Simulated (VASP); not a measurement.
A run of VASP 6.6.1:

File POSCAR:

```
Mn
1.0
    3.6568867433      0.0000000000      0.0000000000
   -1.8284433716      3.1669568185      0.0000000000
    0.0000000000      0.0000000000      4.3452601904
Mn
4
Direct
    0.0000000000      0.0000000000      0.2500000000
    0.0000000000      0.0000000000      0.7500000000
    0.3333333333      0.6666666667      0.7500000000
    0.6666666667      0.3333333333      0.2500000000
```

The input INCAR.step1:

```
PREC = Accurate
ENCUT = 520
ISMEAR = 0
SIGMA = 0.1
LREAL = F
LASPH = T
NELM = 150
ISPIN = 2
MAGMOM = 0 0 0.12 0.12
LMAXMIX = 4
NBANDS = 38
GGA = PE
ALGO = Normal
EDIFF = 1E-4
LWAVE = T
LCHARG = F
```

File INCAR.step2:

```
PREC = Accurate
ENCUT = 520
EDIFF = 1E-6
ISMEAR = 0
SIGMA = 0.1
LREAL = F
LASPH = T
NELM = 150
ALGO = Normal
ISIF = 2
LWAVE = F
LCHARG = F
ISPIN = 2
MAGMOM = 0 0 0.12 0.12
LORBIT = 11
LMAXMIX = 4
METAGGA = R2SCAN
LMIXTAU = T
NBANDS = 38
ISTART = 1
```

The input KPOINTS:

```
Automatic mesh
0
Gamma
  9 9 2
```

Potentials or basis: VASP PAW PBE potentials, release 64 (Mn_pv).

Run with:

```bash
$ cat potpaw_PBE.64/Mn_pv/POTCAR > POTCAR
$ cp INCAR.step1 INCAR
$ mpirun -np 1 vasp_std > vasp.out
$ cp INCAR.step2 INCAR
$ mpirun -np 1 vasp_std > vasp.out
```

Hardware: 1 thread of Intel(R) Xeon(R) Platinum 8488C (Sapphire Rapids), with other jobs on the host.

Task: How long does it take, and how much memory?

Result: Run time: 4.4 min on 1 thread of Intel(R) Xeon(R) Platinum 8488C (Sapphire Rapids), on a shared host, peak memory 0.23 GiB. Counts: k points 24.
